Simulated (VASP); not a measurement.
A run of VASP 6.6.1 is set up as follows.

File POSCAR:

```
GaSb
1.0
    0.0000000000      3.1578551619      2.9884959792
    3.1578551619      0.0000000000      2.9884959792
    3.1578551619      3.1578551619      0.0000000000
Ga Sb
1 1
Direct
    0.0000000000      0.0000000000      0.0000000000
    0.2500000000      0.2500000000      0.2500000000
```

Contents of INCAR.step1:

```
SYSTEM = GaSb
PREC = Accurate
ENCUT = 520
ISMEAR = -1
SIGMA = 0.02
LREAL = .False.
LASPH = .True.
NELM = 150
MAGMOM = 0 0 0 0 0 0
LSORBIT = .True.
GGA_COMPAT = .False.
NBANDS = 30
GGA = PE
ALGO = Normal
EDIFF = 1E-4
LWAVE = .True.
LCHARG = .False.
```

INCAR.step2

```
SYSTEM = GaSb
PREC = Accurate
ENCUT = 520
EDIFF = 1E-6
ISMEAR = -1
SIGMA = 0.02
LREAL = .False.
LASPH = .True.
NELM = 150
ALGO = Normal
ISIF = 2
LWAVE = .False.
LCHARG = .True.
MAGMOM = 0 0 0 0 0 0
LORBIT = 11
LSORBIT = .True.
GGA_COMPAT = .False.
LORBMOM = .True.
METAGGA = R2SCAN
LMIXTAU = .True.
LVHAR = .True.
NBANDS = 30
ISTART = 1
```

KPOINTS

```
Automatic mesh
0
Gamma
  8 8 8
  0 0 0
```

Potentials or basis: VASP PAW PBE potentials, release 64 (Ga_d, Sb).

Command:

```console
$ cat potpaw_PBE.64/Ga_d/POTCAR potpaw_PBE.64/Sb/POTCAR > POTCAR
$ cp INCAR.step1 INCAR
$ mpirun -np 1 vasp_ncl > vasp.out
$ cp INCAR.step2 INCAR
$ mpirun -np 1 vasp_ncl > vasp.out
```

(1) Estimate the net moment.

(2) What does it give for the pressure?

Results:

(1) 0.00 μB per cell.

(2) -1.5 GPa.

Caveat: the cell differs from its parent crystal (epitaxial xy strain +3.0%); the PAW data sets were made with another functional, which shifts forces and pressure a little.
